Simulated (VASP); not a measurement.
# Re (Cmce) in VASP: a series of runs

Re is run at these levels: PBE; tasks: relaxation of cell and atoms, single point.

Everything below comes from runs of VASP 6.6.1. Logs are shortened: lines on timing, memory, paths and dates and some standing lists are left out, and cuts for length are marked.

### Step 1. The cell of the first run

The structure is orthorhombic, space group Cmce (No. 64). Conventional cell: a = 3.091 Å, b = 9.804 Å, c = 4.090 Å, α = 90.00°, β = 90.00°, γ = 90.00°. Re (site symmetry m) has 3 Re at 2.02 to 2.06 Å within 2.7 Å.

### Step 2. Relaxation of cell and atoms, PBE

File INCAR:

```
PREC = Accurate
ENCUT = 600
EDIFF = 1E-7
ISMEAR = 0
SIGMA = 0.1
LREAL = F
LASPH = T
NELM = 100
ALGO = Normal
ISIF = 3
LWAVE = F
LCHARG = F
GGA = PE
IBRION = 2
NSW = 90
EDIFFG = -0.04
```

File KPOINTS:

```
regular mesh
0
Gamma
  6 6 4
```

File POSCAR:

```
Re
1.0
    1.5452606492     -4.9018842347      0.0000000000
    1.5452606492      4.9018842347      0.0000000000
    0.0000000000      0.0000000000      4.0895719901
Re
4
Direct
    0.0980000000      0.9020000000      0.9100000000
    0.5980000000      0.4020000000      0.5900000000
    0.9020000000      0.0980000000      0.0900000000
    0.4020000000      0.5980000000      0.4100000000
```

Potentials or basis: VASP PAW PBE potentials, release 64 (Re).

On the command line:

```
$ cat potpaw_PBE.64/Re/POTCAR > POTCAR
$ mpirun -np 1 vasp_std > vasp.out
```

OUTCAR:

```text
PREC = Accurate
   ENCUT = 600
   EDIFF = 1E-7
   ISMEAR = 0
   LREAL = F
   LASPH = T
   NELM = 100
   ISIF = 3
   GGA = PE
   IBRION = 2
   NSW = 90
   EDIFFG = -0.04

 ion  position               nearest neighbor table
   1  0.098  0.902  0.910-   2 2.02   2 2.02   3 2.06   2 3.18   2 3.18   4 3.20   4 3.20   4 3.20
                             4 3.20   3 3.44   3 3.44
   2  0.598  0.402  0.590-   1 2.02   1 2.02   4 2.06   1 3.18   1 3.18   3 3.20   3 3.20   3 3.20
                             3 3.20   4 3.44   4 3.44
   3  0.902  0.098  0.090-   4 2.02   4 2.02   1 2.06   4 3.18   4 3.18   2 3.20   2 3.20   2 3.20
                             2 3.20   1 3.44   1 3.44
   4  0.402  0.598  0.410-   3 2.02   3 2.02   2 2.06   3 3.18   3 3.18   1 3.20   1 3.20   1 3.20
                             1 3.20   2 3.44   2 3.44

  LATTYP: Found a base centered orthorhombic cell.
 ALAT       =     3.0905212984
 B/A-ratio  =     3.1722054381
 C/A-ratio  =     1.3232628399

  Lattice vectors:

 A1 = (   1.5452606492,  -4.9018842347,   0.0000000000)
 A2 = (   1.5452606492,   4.9018842347,   0.0000000000)
 A3 = (   0.0000000000,   0.0000000000,   4.0895719901)

Analysis of symmetry for initial positions (statically):
=====================================================================
 Subroutine PRICEL returns:
 Original cell was already a primitive cell.

 Routine SETGRP: Setting up the symmetry group for a
 base centered orthorhombic supercell.

 Subroutine GETGRP returns: Found  8 space group operations
 (whereof  4 operations were pure point group operations)
 out of a pool of  8 trial point group operations.

The static configuration has the point symmetry C_2h.
 The point group associated with its full space group is D_2h.

Analysis of symmetry for dynamics (positions and initial velocities):
=====================================================================
 Subroutine PRICEL returns:
 Original cell was already a primitive cell.

 Routine SETGRP: Setting up the symmetry group for a
 base centered orthorhombic supercell.

 Subroutine GETGRP returns: Found  8 space group operations
 (whereof  4 operations were pure point group operations)
 out of a pool of  8 trial point group operations.

The dynamic configuration has the point symmetry C_2h.
 The point group associated with its full space group is D_2h.

 Subroutine INISYM returns: Found  8 space group operations
 (whereof  4 operations are pure point group operations),
 and found     1 'primitive' translations

----------------------------------------------------------------------------------------

                                     Primitive cell

  volume of cell :      61.9545

  direct lattice vectors                    reciprocal lattice vectors
     1.545260649 -4.901884235  0.000000000     0.323570008 -0.102001593  0.000000000
     1.545260649  4.901884235  0.000000000     0.323570008  0.102001593  0.000000000
     0.000000000  0.000000000  4.089571990     0.000000000  0.000000000  0.244524366

  length of vectors
     5.139678932  5.139678932  4.089571990     0.339266672  0.339266672  0.244524366

  position of ions in fractional coordinates (direct lattice)
     0.098000000  0.902000000  0.910000000
     0.598000000  0.402000000  0.590000000
     0.902000000  0.098000000  0.090000000
     0.402000000  0.598000000  0.410000000

  ion indices of the primitive-cell ions
   primitive index   ion index
                 1           1
                 2           2
                 3           3
                 4           4

----------------------------------------------------------------------------------------

 KPOINTS: regular mesh

[... 26 lines left out ...]
  0.333333 -0.000000  0.000000      4.000000
  0.500000  0.000000  0.000000      2.000000
  0.166667  0.166667  0.000000      2.000000
  0.333333  0.166667  0.000000      4.000000
[... 16 lines left out ...]
  0.333333  0.333333  0.250000      4.000000
  0.500000  0.333333  0.250000      8.000000
 [... further k-points ...]
   k-points           NKPTS =     39   k-points in BZ     NKDIM =     39   number of bands    NBANDS=     18
   number of dos      NEDOS =    301   number of ions     NIONS =      4
   total plane-waves  NPLWV =  63504
   dimension x,y,z NGX =    42 NGY =   42 NGZ =   36
   dimension x,y,z NGXF=    84 NGYF=   84 NGZF=   72
   ions per type =               4
   NGX,Y,Z   is equivalent  to a cutoff of  13.59, 13.59, 14.63 a.u.
   NGXF,Y,Z  is equivalent  to a cutoff of  27.17, 27.17, 29.27 a.u.
 SYSTEM =  unknown system
   PREC   = accura    normal or accurate (medium, high low for compatibility)
   ISTART =      0    job   : 0-new  1-cont  2-samecut
   ICHARG =      2    charge: 1-file 2-atom 10-const
   ISPIN  =      1    spin polarized calculation?
   LNONCOLLINEAR =      F non collinear calculations
   LSORBIT =      F    spin-orbit coupling
   LASPH  =      T    aspherical Exc in radial PAW
   ENCUT  =  600.0 eV  44.10 Ry    6.64 a.u.  10.27 10.27  8.17*2*pi/ulx,y,z
   NELM   =    100;   NELMIN=  2; NELMDL= -5     # of ELM steps
   EDIFF  = 0.1E-06   stopping-criterion for ELM
   LREAL  =      F    real-space projection
   EDIFFG = -.4E-01   stopping-criterion for IOM
   NSW    =     90    number of steps for IOM
   IBRION =      2    ionic relax: 0-MD 1-quasi-New 2-CG
   NFREE  =      1    steps in history (QN), initial steepest desc. (CG)
   ISIF   =      3    stress and relaxation
   ISYM   =      2    0-nonsym 1-usesym 2-fastsym
   POTIM  = 0.5000    time-step for ionic-motion
   TEBEG  =    0.0;   TEEND  =   0.0 temperature during run
   PSTRESS=    0.0 pullay stress
   NELECT =      28.0000    total number of electrons
   NUPDOWN=      -1.0000    fix difference up-down
   EMIN   =  10.00;   EMAX   =-10.00  energy-range for DOS
   EFERMI =   0.00;   METHOD = LEGACY
   ISMEAR =     0;   SIGMA  =   0.10  broadening in eV -4-tet -1-fermi 0-gaus
   EFERMI_NEDOS =   21; number of points for ismear=-14 and -15
   IALGO  =     38    algorithm
   IMIX   =      4    mixing-type and parameters
     AMIX     =   0.40;   BMIX     =  1.00
     AMIX_MAG =   1.60;   BMIX_MAG =  1.00
  volume/ion in A,a.u.               =      15.49       104.52
  Fermi-wavevector in a.u.,A,eV,Ry     =   1.256329  2.374117 21.474917  1.578362
  Thomas-Fermi vector in A             =   2.390042
   LORBIT       =      0    0 simple, 1 ext, 2 COOP (PROOUT), +10 PAW based schemes
   GGA     = PE    functional components
   LHFCALC =     F    Hartree Fock is set to
   AEXX    =    0.0000 exact exchange contribution
   IVDW    =     0    specifies the selected vdW correction
   LEPSILON=     F    determine dielectric tensor
   LRPA    =     F    only Hartree local field effects (RPA)
 conjugate gradient relaxation of ions
 non-spin polarized calculation
 Gauss-broadening in eV      SIGMA  =   0.10
  energy-cutoff  :      600.00
  volume of cell :       61.95
 maximum number of plane-waves:      2096
 NGX is ok and might be reduce to    42
   NGX = 21   NGY = 21   NGZ = 17

--------------------------------------- Ionic step        1  -------------------------------------------

 number of electron      28.0000000 magnetization

 Free energy of the ion-electron system (eV)
  ---------------------------------------------------
  ext. energy  EPLUGINS =         0.00000000
  ---------------------------------------------------
  free energy    TOTEN  =       -31.47439320 eV

  energy without entropy =      -31.46768819  energy(sigma->0) =      -31.47104070

------------------------ aborting loop because EDIFF is reached ----------------------------------------

  FORCE on cell =-STRESS in cart. coord.  units (eV):
  Direction    XX          YY          ZZ          XY          YZ          ZX
  --------------------------------------------------------------------------------------
  -------------------------------------------------------------------------------------
  Total       66.7405803     47.9752949     58.4447424      0.0000000      0.0000000      0.0000000
  in kB     1725.9488136   1240.6680160   1511.4137971      0.0000000      0.0000000      0.0000000
  external PRESSURE =    1492.6768756 kB  Pullay stress =       0.0000000 kB
[... 25 lines left out ...]
--------------------------------------- Ionic step        2  -------------------------------------------

 number of electron      28.0000004 magnetization

------------------------ aborting loop EDIFF was not reached (unconverged)  ----------------------------

  FORCE on cell =-STRESS in cart. coord.  units (eV):
  Direction    XX          YY          ZZ          XY          YZ          ZX
  --------------------------------------------------------------------------------------
  -------------------------------------------------------------------------------------
  Total      -30.7129049    -11.9685604    -21.8325577      0.0000000      0.0000000      0.0000000
  in kB     -163.5033886    -63.7158937   -116.2279237      0.0000000      0.0000000      0.0000000
  external PRESSURE =    -114.4824020 kB  Pullay stress =       0.0000000 kB
[... 25 lines left out ...]
--------------------------------------- Ionic step        3  -------------------------------------------

 number of electron      28.0000002 magnetization

------------------------ aborting loop EDIFF was not reached (unconverged)  ----------------------------

  FORCE on cell =-STRESS in cart. coord.  units (eV):
  Direction    XX          YY          ZZ          XY          YZ          ZX
  --------------------------------------------------------------------------------------
  -------------------------------------------------------------------------------------
  Total      -26.3180418    -17.6087671    -22.1016102      0.0000000      0.0000000      0.0000000
  in kB     -172.1658504   -115.1920188   -144.5830412      0.0000000      0.0000000      0.0000000
  external PRESSURE =    -143.9803034 kB  Pullay stress =       0.0000000 kB
[... 1046 lines left out ...]
     17       4.7053      0.00000
     18       4.8553      0.00000

 [... further k-points ...]

[... ionic steps 4 to 30 ...]

--------------------------------------- Ionic step       31  -------------------------------------------

 number of electron      28.0000002 magnetization

------------------------ aborting loop because EDIFF is reached ----------------------------------------
[... 71 lines left out ...]
--------------------------------------- Ionic step       33  -------------------------------------------

 number of electron      28.0000002 magnetization

 Free energy of the ion-electron system (eV)
  ---------------------------------------------------
  ext. energy  EPLUGINS =         0.00000000
  ---------------------------------------------------
  free energy    TOTEN  =       -46.95179449 eV

  energy without entropy =      -46.93962922  energy(sigma->0) =      -46.94571185

 E-fermi :   7.5776     XC(G=0): -13.1769

 val. band max:        7.4997287314   @ k =   0.3333   0.3333   0.0000
 cond. band min:       7.6040712354   @ k =   0.5000   0.1667   0.2500
 fundamental gap:      0.1043425040
 Fermi energy:         7.5775606185
[... 535 lines left out ...]
  FREE ENERGIE OF THE ION-ELECTRON SYSTEM (eV)
  ---------------------------------------------------
  free  energy   TOTEN  =       -46.9517944892 eV

  energy  without entropy=      -46.9396292186  energy(sigma->0) =      -46.94571185

 reached required accuracy - stopping structural energy minimisation
```

It took 37 min on 1 thread of Intel Xeon 6975P-C (Granite Rapids), shared host; peak memory 0.27 GiB.

What came out:

| Item | Value |
| --- | --- |
| Free energy | -46.9518 eV |
| Relaxed volume | 16.01 Å³/atom |
| Relaxed cell | a = 5.072 Å, b = 5.072 Å, c = 4.468 Å, α = 90.00°, β = 90.00°, γ = 146.15° |
| Space group after relaxing (to 0.1 Å) | Fmmm (No. 69) |
| Pressure after relaxing | 0.1 GPa |
| Largest force after relaxing | 0.011 eV/Å |

Forces in eV/Å, atoms in the order of the input:
```
Re   0.000 -0.008  0.008
Re   0.000 -0.008 -0.008
Re   0.000  0.008 -0.008
Re   0.000  0.008  0.008
```

Final structure:
```cif
data_structure
_symmetry_space_group_name_H-M 'P 1'
_symmetry_Int_Tables_number 1
_cell_length_a 5.0724
_cell_length_b 5.0724
_cell_length_c 4.4677
_cell_angle_alpha 90.000
_cell_angle_beta 90.000
_cell_angle_gamma 146.152
_cell_volume 64.03
loop_
_atom_site_label
_atom_site_type_symbol
_atom_site_fract_x
_atom_site_fract_y
_atom_site_fract_z
_atom_site_occupancy
Re1 Re 0.14000 0.86000 0.99986 1
Re2 Re 0.64000 0.36000 0.50014 1
Re3 Re 0.86000 0.14000 0.00014 1
Re4 Re 0.36000 0.64000 0.49986 1
```

Levels at points of the mesh, in eV from the Fermi level:
| k point | band 10 | band 11 | band 12 | band 13 | band 14 | band 15 | band 16 | band 17 | band 18 |
| --- | --- | --- | --- | --- | --- | --- | --- | --- | --- |
| (0.00, 0.00, 0.00) | -2.05 | -0.65 | -0.53 | -0.24 | 0.14 | 0.27 | 0.32 | 0.46 | 0.83 |
| (0.50, 0.00, 0.00) | -3.23 | -1.73 | -1.73 | -1.41 | -1.41 | 0.21 | 0.21 | 1.21 | 1.21 |
| (0.50, 0.50, 0.00) | -2.29 | -1.91 | -1.46 | -1.39 | 0.03 | 0.22 | 0.96 | 1.10 | 2.85 |
| (0.00, 0.00, 0.50) | -2.24 | -1.82 | -1.82 | -1.37 | -1.37 | -0.43 | -0.43 | -0.14 | -0.14 |
| (0.50, 0.00, 0.50) | -1.36 | -0.90 | -0.90 | 0.25 | 0.25 | 1.55 | 1.55 | 2.79 | 2.79 |
| (0.50, 0.50, 0.50) | -2.57 | -1.66 | -1.66 | -1.17 | -1.17 | -1.01 | -1.01 | 0.37 | 0.37 |

Caveat: the k points lie up to 0.37 Å⁻¹ apart in the final cell; the highest band is partly filled, so the run has too few bands; spin-orbit coupling is left out, which moves the levels of the heavy elements.

### Step 3. Single point, PBE

File INCAR:

```
SYSTEM = Re
ALGO = Normal ; EDIFF = 1E-7
ENCUT = 520 ; GGA = PE
ISIF = 2 ; ISMEAR = 0
LASPH = .True. ; LCHARG = .False.
LREAL = .False. ; LWAVE = .False.
NBANDS = 22 ; NELM = 100
PREC = Accurate ; SIGMA = 0.1
```

File KPOINTS:

```
k-points
0
Gamma
  6 6 4
  0 0 0
```

POSCAR is that of step 2.

Potentials or basis: VASP PAW PBE potentials, release 64 (Re).

On the command line:

```
$ cat potpaw_PBE.64/Re/POTCAR > POTCAR
$ mpirun -np 1 vasp_std > vasp.out
```

Wall time 31 s (1 thread of Intel Xeon 6975P-C (Granite Rapids), shared host); peak memory 0.22 GiB.

It converged, with:

```yaml
Free_energy: -31.4766 eV
Pressure: 149.2 GPa
Largest_force: 19.436 eV/Å
Band_gap_on_the_k_mesh: zero (bands 14 and 15 overlap by 1.24 eV)
```

Forces on the atoms (eV/Å):
```
Re    0.000 -13.960  13.523
Re    0.000 -13.960 -13.523
Re    0.000  13.960 -13.523
Re    0.000  13.960  13.523
```

Stress tensor (GPa, compression positive):
```
172.56   0.00   0.00
  0.00 124.02   0.00
  0.00   0.00 151.10
```

Levels at points of the mesh, in eV from the Fermi level:
| k point | band 11 | band 12 | band 13 | band 14 | band 15 | band 16 | band 17 | band 18 |
| --- | --- | --- | --- | --- | --- | --- | --- | --- |
| (0.00, 0.00, 0.00) | -1.47 | -0.85 | 0.14 | 0.23 | 0.33 | 0.67 | 0.91 | 4.30 |
| (0.50, 0.00, 0.00) | -1.85 | -1.85 | -0.77 | -0.77 | 0.13 | 0.13 | 3.41 | 3.41 |
| (0.50, 0.50, 0.00) | -1.45 | -1.16 | -0.99 | -0.72 | -0.07 | 2.89 | 3.76 | 3.97 |
| (0.00, 0.00, 0.50) | -3.93 | -3.93 | -1.97 | -1.97 | 2.12 | 2.12 | 2.96 | 2.96 |
| (0.50, 0.00, 0.50) | -1.91 | -1.91 | -0.35 | -0.35 | 0.25 | 0.25 | 2.44 | 2.44 |
| (0.50, 0.50, 0.50) | -3.92 | -3.92 | -1.69 | -1.69 | 2.01 | 2.01 | 3.57 | 3.57 |

Caveat: the k points lie up to 0.38 Å⁻¹ apart, too coarse for converged energies and pressures of a metal; atoms lie so close that the PAW spheres overlap strongly, which falsifies energies and pressures; spin-orbit coupling is left out, which moves the levels of the heavy elements; forces of over 1 eV/Å act on the atoms, so gaps and moduli don't describe the material at rest.
